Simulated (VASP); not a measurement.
# TePb (Fm-3m) in VASP: a series of runs

TePb is run at these levels: r2SCAN; tasks: dielectric tensor.

All numbers are computed with VASP 6.6.1; they aren't measurements. Logs are shortened: lines on timing, memory, paths and dates and some standing lists are left out, and cuts for length are marked.

### Step 1. The cell of the first run

The structure is cubic, space group Fm-3m (No. 225). Conventional cell: a = 6.601 Å, b = 6.601 Å, c = 6.601 Å, α = 90.00°, β = 90.00°, γ = 90.00°. Within 4.3 Å of Pb (site symmetry m-3m) lie 6 Te at 3.30 Å. Within 4.3 Å of Te (site symmetry m-3m) lie 6 Pb at 3.30 Å.

### Step 2. Dielectric tensor, r2SCAN (strain +1.0%)

The input, INCAR:

```
SYSTEM = TePb
PREC = Accurate
ENCUT = 520
EDIFF = 1E-8
ISMEAR = 0
SIGMA = 0.01
LREAL = .False.
LASPH = .True.
NELM = 60
ALGO = Normal
ISIF = 2
LWAVE = .False.
LCHARG = .False.
METAGGA = R2SCAN
LMIXTAU = .True.
LCALCEPS = .True.
```

The input, KPOINTS:

```
regular mesh
0
Gamma
  6 6 6
  0 0 0
```

The input, POSCAR:

```
TePb
1.0
    0.0000000000      3.3005152173      3.3005152173
    3.3005152173      0.0000000000      3.3005152173
    3.3005152173      3.3005152173      0.0000000000
Pb Te
1 1
Direct
    0.0000000000      0.0000000000      0.0000000000
    0.5000000000      0.5000000000      0.5000000000
```

Potentials or basis: VASP PAW PBE potentials, release 64 (Pb_d, Te).

Run with:

```bash
$ cat potpaw_PBE.64/Pb_d/POTCAR potpaw_PBE.64/Te/POTCAR > POTCAR
$ mpirun -np 1 vasp_std > vasp.out
```

OUTCAR:

```text
SYSTEM = TePb
   PREC = Accurate
   ENCUT = 520
   EDIFF = 1E-8
   ISMEAR = 0
   LREAL = .False.
   LASPH = .True.
   NELM = 60
   ISIF = 2
   METAGGA = R2SCAN

 ion  position               nearest neighbor table
   1  0.000  0.000  0.000-   2 3.30   2 3.30   2 3.30   2 3.30   2 3.30   2 3.30
   2  0.500  0.500  0.500-   1 3.30   1 3.30   1 3.30   1 3.30   1 3.30   1 3.30

  LATTYP: Found a face centered cubic cell.
 ALAT       =     6.6010304346

  Lattice vectors:

 A1 = (   0.0000000000,   3.3005152173,   3.3005152173)
 A2 = (   3.3005152173,   0.0000000000,   3.3005152173)
 A3 = (   3.3005152173,   3.3005152173,   0.0000000000)

Analysis of symmetry for initial positions (statically):
=====================================================================
 Subroutine PRICEL returns:
 Original cell was already a primitive cell.

 Routine SETGRP: Setting up the symmetry group for a
 face centered cubic supercell.

 Subroutine GETGRP returns: Found 48 space group operations
 (whereof 48 operations were pure point group operations)
 out of a pool of 48 trial point group operations.

The static configuration has the point symmetry O_h .

Analysis of symmetry for dynamics (positions and initial velocities):
=====================================================================
 Subroutine PRICEL returns:
 Original cell was already a primitive cell.

 Routine SETGRP: Setting up the symmetry group for a
 face centered cubic supercell.

 Subroutine GETGRP returns: Found 48 space group operations
 (whereof 48 operations were pure point group operations)
 out of a pool of 48 trial point group operations.

The dynamic configuration has the point symmetry O_h .

 Subroutine INISYM returns: Found 48 space group operations
 (whereof 48 operations are pure point group operations),
 and found     1 'primitive' translations

----------------------------------------------------------------------------------------

                                     Primitive cell

  volume of cell :      71.9077

  direct lattice vectors                    reciprocal lattice vectors
     0.000000000  3.300515217  3.300515217    -0.151491500  0.151491500  0.151491500
     3.300515217  0.000000000  3.300515217     0.151491500 -0.151491500  0.151491500
     3.300515217  3.300515217  0.000000000     0.151491500  0.151491500 -0.151491500

  length of vectors
     4.667633383  4.667633383  4.667633383     0.262390974  0.262390974  0.262390974

  position of ions in fractional coordinates (direct lattice)
     0.000000000  0.000000000  0.000000000
     0.500000000  0.500000000  0.500000000

  ion indices of the primitive-cell ions
   primitive index   ion index
                 1           1
                 2           2

----------------------------------------------------------------------------------------

 KPOINTS: regular mesh

Automatic generation of k-mesh.
 Grid dimensions read from file:
 generate k-points for:    6    6    6

 Generating k-lattice:

  Cartesian coordinates                     Fractional coordinates (reciprocal lattice)
    -0.025248583  0.025248583  0.025248583     0.166666667  0.000000000  0.000000000
     0.025248583 -0.025248583  0.025248583     0.000000000  0.166666667  0.000000000
     0.025248583  0.025248583 -0.025248583     0.000000000  0.000000000  0.166666667

  Length of vectors
     0.043731829  0.043731829  0.043731829

  Shift w.r.t. Gamma in fractional coordinates (k-lattice)
     0.000000000  0.000000000  0.000000000

 Subroutine IBZKPT returns following result:
 ===========================================

 Found     16 irreducible k-points:

 Following reciprocal coordinates:
            Coordinates               Weight
  0.000000  0.000000  0.000000      1.000000
  0.166667  0.000000  0.000000      8.000000
  0.333333  0.000000  0.000000      8.000000
  0.500000  0.000000  0.000000      4.000000
  0.166667  0.166667  0.000000      6.000000
  0.333333  0.166667  0.000000     24.000000
[... 8 lines left out ...]
 -0.333333  0.333333  0.166667     24.000000
 -0.333333  0.500000  0.166667     12.000000
   k-points           NKPTS =     16   k-points in BZ     NKDIM =     16   number of bands    NBANDS=     14
   number of dos      NEDOS =    301   number of ions     NIONS =      2
   total plane-waves  NPLWV =  46656
   dimension x,y,z NGX =    36 NGY =   36 NGZ =   36
   dimension x,y,z NGXF=    72 NGYF=   72 NGZF=   72
   ions per type =               1   1
   NGX,Y,Z   is equivalent  to a cutoff of  12.82, 12.82, 12.82 a.u.
   NGXF,Y,Z  is equivalent  to a cutoff of  25.64, 25.64, 25.64 a.u.
 SYSTEM =  TePb
   PREC   = accura    normal or accurate (medium, high low for compatibility)
   ISTART =      0    job   : 0-new  1-cont  2-samecut
   ICHARG =      2    charge: 1-file 2-atom 10-const
   ISPIN  =      1    spin polarized calculation?
   LNONCOLLINEAR =      F non collinear calculations
   LSORBIT =      F    spin-orbit coupling
   LASPH  =      T    aspherical Exc in radial PAW
   ENCUT  =  520.0 eV  38.22 Ry    6.18 a.u.   8.68  8.68  8.68*2*pi/ulx,y,z
   NELM   =     60;   NELMIN=  2; NELMDL= -5     # of ELM steps
   EDIFF  = 0.1E-07   stopping-criterion for ELM
   LREAL  =      F    real-space projection
   EDIFFG = 0.1E-06   stopping-criterion for IOM
   NSW    =      0    number of steps for IOM
   IBRION =     -1    ionic relax: 0-MD 1-quasi-New 2-CG
   NFREE  =      0    steps in history (QN), initial steepest desc. (CG)
   ISIF   =      2    stress and relaxation
   ISYM   =      2    0-nonsym 1-usesym 2-fastsym
   POTIM  = 0.5000    time-step for ionic-motion
   TEBEG  =    0.0;   TEEND  =   0.0 temperature during run
   PSTRESS=    0.0 pullay stress
   NELECT =      20.0000    total number of electrons
   NUPDOWN=      -1.0000    fix difference up-down
   EMIN   =  10.00;   EMAX   =-10.00  energy-range for DOS
   EFERMI =   0.00;   METHOD = LEGACY
   ISMEAR =     0;   SIGMA  =   0.01  broadening in eV -4-tet -1-fermi 0-gaus
   EFERMI_NEDOS =   21; number of points for ismear=-14 and -15
   IALGO  =     38    algorithm
   IMIX   =      4    mixing-type and parameters
     AMIX     =   0.40;   BMIX     =  1.00
     AMIX_MAG =   1.60;   BMIX_MAG =  1.00
  volume/ion in A,a.u.               =      35.95       242.63
  Fermi-wavevector in a.u.,A,eV,Ry     =   1.068628  2.019414 15.537379  1.141965
  Thomas-Fermi vector in A             =   2.204282
   LORBIT       =      0    0 simple, 1 ext, 2 COOP (PROOUT), +10 PAW based schemes
   METAGGA = R2SCAN    functional components
   LHFCALC =     F    Hartree Fock is set to
   AEXX    =    0.0000 exact exchange contribution
   IVDW    =     0    specifies the selected vdW correction
   LEPSILON=     F    determine dielectric tensor
   LRPA    =     F    only Hartree local field effects (RPA)
   LRPA       =     F
 non-spin polarized calculation
 Gauss-broadening in eV      SIGMA  =   0.01
  energy-cutoff  :      520.00
  volume of cell :       71.91
 maximum number of plane-waves:      1964
   NGX = 17   NGY = 17   NGZ = 17

 Total electronic dipole moment: p[elc]=(     0.00000    -0.00000     0.00000 ) |e| Angst

 number of electron      19.9999997 magnetization

 Free energy of the ion-electron system (eV)
  ---------------------------------------------------
  ext. energy  EPLUGINS =         0.00000000
  ---------------------------------------------------
  free energy    TOTEN  =       -82.69910025 eV

  energy without entropy =      -82.69910025  energy(sigma->0) =      -82.69910025

 E-fermi :   4.7439     XC(G=0):  -9.5113

 val. band max:        4.6876047351   @ k =   0.0000   0.0000   0.5000
 cond. band min:   10000.0000000000   @ k =   0.0000   0.0000   0.0000
 fundamental gap:   9995.3123952649
 Fermi energy:         4.7438896378

 k-point     1 :       0.0000    0.0000    0.0000
  band No.  band energies     occupation
      1     -12.5818      2.00000
      2     -12.5817      2.00000
      3     -12.5751      2.00000
      4     -12.5750      2.00000
      5     -12.5750      2.00000
      6      -7.2818      2.00000
      7      -1.1043      2.00000
      8       3.4586      2.00000
      9       3.4586      2.00000
     10       3.4586      2.00000
     11   10000.0000      0.00000
     12   10000.0000      0.00000
     13   10000.0000      0.00000
     14   10000.0000      0.00000

 k-point     2 :       0.1667    0.0000    0.0000
  band No.  band energies     occupation
      1     -12.5845      2.00000
      2     -12.5844      2.00000
      3     -12.5744      2.00000
      4     -12.5721      2.00000
      5     -12.5720      2.00000
      6      -7.0552      2.00000
      7      -1.7678      2.00000
      8       3.5300      2.00000
      9       3.5301      2.00000
     10       3.8137      2.00000
     11   10000.0000      0.00000
     12   10000.0000      0.00000
     13   10000.0000      0.00000
     14   10000.0000      0.00000

 k-point     3 :       0.3333    0.0000    0.0000
  band No.  band energies     occupation
      1     -12.5907      2.00000
      2     -12.5906      2.00000
      3     -12.5733      2.00000
      4     -12.5652      2.00000
      5     -12.5652      2.00000
      6      -6.4434      2.00000
      7      -3.0672      2.00000
      8       3.7345      2.00000
      9       3.7348      2.00000
     10       4.3676      2.00000
     11   10000.0000      0.00000
     12   10000.0000      0.00000
     13   10000.0000      0.00000
     14   10000.0000      0.00000
[... 324 lines left out ...]
 k-point    23 :       0.0000    0.1667    0.1667
  band No.  band energies     occupation
      1     -12.5909      2.00000
      2     -12.5796      2.00000
      3     -12.5768      2.00000
      4     -12.5704      2.00000
      5     -12.5703      2.00000
      6      -6.9817      2.00000
      7      -1.8121      2.00000
      8       3.0639      2.00000
      9       3.0640      2.00000
     10       4.3813      2.00000
     11   10000.0000      0.00000
     12   10000.0000      0.00000
     13   10000.0000      0.00000
     14   10000.0000      0.00000

 k-point    24 :       0.0000    0.3333    0.1667
  band No.  band energies     occupation
      1     -12.5996      2.00000
      2     -12.5821      2.00000
      3     -12.5761      2.00000
      4     -12.5661      2.00000
      5     -12.5639      2.00000
      6      -6.5038      2.00000
      7      -2.6619      2.00000
      8       2.9212      2.00000
      9       2.9959      2.00000
     10       3.6425      2.00000
     11   10000.0000      0.00000
     12   10000.0000      0.00000
     13   10000.0000      0.00000
     14   10000.0000      0.00000

 [... further k-points ...]

------------------------ aborting loop because EDIFF is reached ----------------------------------------

            Ionic dipole moment: p[ion]=(   -19.80309   -19.80309   -19.80309 ) |e| Angst

 Total electronic dipole moment: p[elc]=(     0.00051     0.00051     0.07995 ) |e| Angst

 MACROSCOPIC STATIC DIELECTRIC TENSOR (including local field effects)
 ------------------------------------------------------
          21.119482    -0.000000     0.000000
          -0.000000    21.119482     0.000000
          -0.000000    -0.000000    21.119482
 ------------------------------------------------------

 PIEZOELECTRIC TENSOR (including local field effects) (e Angst)
          XX          YY          ZZ          XY          YZ          ZX
  --------------------------------------------------------------------------------
  x     0.00000     0.00000     0.00000     0.00000     0.00000     0.00000
  y     0.00000     0.00000     0.00000     0.00000     0.00000     0.00000
  z     0.00000     0.00000     0.00000     0.00000     0.00000     0.00000

 PIEZOELECTRIC TENSOR (including local field effects) (C/m^2)
          XX          YY          ZZ          XY          YZ          ZX
  --------------------------------------------------------------------------------
  x     0.00000     0.00000     0.00000     0.00000     0.00000     0.00000
  y     0.00000     0.00000     0.00000     0.00000     0.00000     0.00000
  z     0.00000     0.00000     0.00000     0.00000     0.00000     0.00000

 BORN EFFECTIVE CHARGES (including local field effects) (in |e|, cummulative output)
 ---------------------------------------------------------------------------------
 ion    1
    1     5.62225     0.00000    -0.00000
    2     0.00000     5.62225     0.00000
    3     0.00000     0.00000     5.62225
 ion    2
    1    -5.62225    -0.00000    -0.00000
    2    -0.00000    -5.62225     0.00000
    3    -0.00000    -0.00000    -5.62225

  FORCE on cell =-STRESS in cart. coord.  units (eV):
  Direction    XX          YY          ZZ          XY          YZ          ZX
  --------------------------------------------------------------------------------------
  -------------------------------------------------------------------------------------
  Total       -0.5377313     -0.5377313     -0.5377313      0.0000000     -0.0000000      0.0000000
  in kB      -11.9812095    -11.9812095    -11.9812095      0.0000000     -0.0000000      0.0000000
  external PRESSURE =     -11.9812095 kB  Pullay stress =       0.0000000 kB

 VOLUME and BASIS-vectors are now :
 -----------------------------------------------------------------------------
  energy-cutoff  :      520.00
  volume of cell :       71.91
      direct lattice vectors                 reciprocal lattice vectors
     0.000000000  3.300515217  3.300515217    -0.151491500  0.151491500  0.151491500
     3.300515217  0.000000000  3.300515217     0.151491500 -0.151491500  0.151491500
     3.300515217  3.300515217  0.000000000     0.151491500  0.151491500 -0.151491500

 POSITION                                       TOTAL-FORCE (eV/Angst)
 -----------------------------------------------------------------------------------
      0.00000      0.00000      0.00000         0.000000     -0.000000      0.000000
      3.30052      3.30052      3.30052        -0.000000      0.000000     -0.000000
 -----------------------------------------------------------------------------------
    total drift:                               -0.000000      0.000000      0.000000

  FREE ENERGIE OF THE ION-ELECTRON SYSTEM (eV)
  ---------------------------------------------------
  free  energy   TOTEN  =       -82.6991002484 eV

  energy  without entropy=      -82.6991002484  energy(sigma->0) =      -82.69910025
```

Run time: 57 min. Hardware: 1 thread of Intel Xeon Platinum 8559C (Emerald Rapids), shared host; peak memory 0.47 GiB.

What came out:

| Property | Result |
| --- | --- |
| Band gap on the k mesh | 1.15 eV |
| Electronic dielectric tensor (diagonal) | 21.12 |
| Born charges (mean of the diagonal) | Pb +5.62; Te -5.62 e |

Electronic dielectric tensor:
```
21.12  0.00  0.00
 0.00 21.12  0.00
 0.00  0.00 21.12
```

Born effective charge tensors (e):
atom 1, Pb
```
5.62 0.00 0.00
0.00 5.62 0.00
0.00 0.00 5.62
```
atom 2, Te
```
-5.62  0.00  0.00
 0.00 -5.62  0.00
 0.00  0.00 -5.62
```

Dipole moments of the cell (e·Å, modulo the quantum): ionic -19.803, -19.803, -19.803; electronic 0.001, 0.001, 0.080

Caveat: the cell differs from its parent crystal (strain +1.0%); the structure was generated, so it needn't be the stable form of TePb; the PAW data sets were made with another functional, which shifts forces and pressure a little; spin-orbit coupling is left out, which moves the levels of the heavy elements. A k mesh can miss the band edges.

(Continued in part 2 of 2.)

The gap in the log of VASP goes by the Fermi energy; the results here count the filled bands.